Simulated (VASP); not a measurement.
# Ag: electric field gradients with r2SCAN

Crystal: Ag.

```
Ag
1.0
     2.94010    0.00000    0.00000
    -1.47005    2.54620    0.00000
     0.00000    0.00000    4.76296
Ag
2
Direct
  0.23333 0.61667 0.17500
  0.76667 0.38333 0.82500
```

This cell differs from its parent crystal: shortest bond scaled by 0.7.

```json
{
 "Program": "VASP 6.6.1",
 "Task": "electric field gradients",
 "Functional": "r2SCAN",
 "Potentials or basis": "VASP PAW PBE potentials, release 64 (Ag)",
 "Cutoff": "520 eV",
 "k mesh": "12 × 12 × 6",
 "Occupations": "fermi-dirac, width 0.05 eV",
 "Spin": "no spin polarisation",
 "Dipole correction": "no",
 "Further INCAR settings": "ALGO = Normal; EDIFF = 1e-08; NBANDS = 18"
}
```

```
Pressure               : 46.2 GPa
Largest force          : 13.806 eV/Å
Band gap on the k mesh : zero (band 11 reaches 12.15 eV, above the bottom of band 12 at 5.73 eV)
```

Forces in eV/Å, atoms in the order of the input:
```
Ag    5.496   3.173  12.261
Ag   -5.496  -3.173 -12.261
```

Stress tensor (GPa, compression positive):
```
38.10 17.17 40.96
17.17 18.27 23.65
40.96 23.65 82.16
```

Levels at points of the mesh, in eV from the Fermi level:
```
           k point  band 9  band 10  band 11  band 12  band 13  band 14
(0.00, 0.00, 0.00)   -3.73    -3.35    -2.50     0.82     2.35    15.34
(0.50, 0.00, 0.00)   -3.45    -3.05     0.16     0.93     6.18     6.74
(0.00, 0.50, 0.00)   -3.52    -2.52    -0.59     1.78     5.71     8.20
(0.00, 0.00, 0.50)   -3.62    -3.41    -3.27    -2.37     8.32    14.33
(0.50, 0.00, 0.50)   -3.45    -3.12     0.39     0.77     4.45     4.56
(0.00, 0.50, 0.50)   -3.35    -2.45     0.35     2.06     3.31     4.83
```

Electric field gradients, principal values (V/Å²):
```csv
atom,least,middle,greatest (by size)
1 Ag,26.327,33.144,-59.471
2 Ag,26.327,33.144,-59.471
```

It took 5.1 min on 1 thread of Intel Xeon 6975P-C (shared host), peak memory 0.26 GiB.

Caveat: the cell differs from its parent crystal (shortest bond scaled by 0.7); without QUAD_EFG the Cq values of the log hold for a quadrupole moment of 1 mb, not for the nuclei; the PAW data sets were made with another functional, which shifts forces and pressure a little.
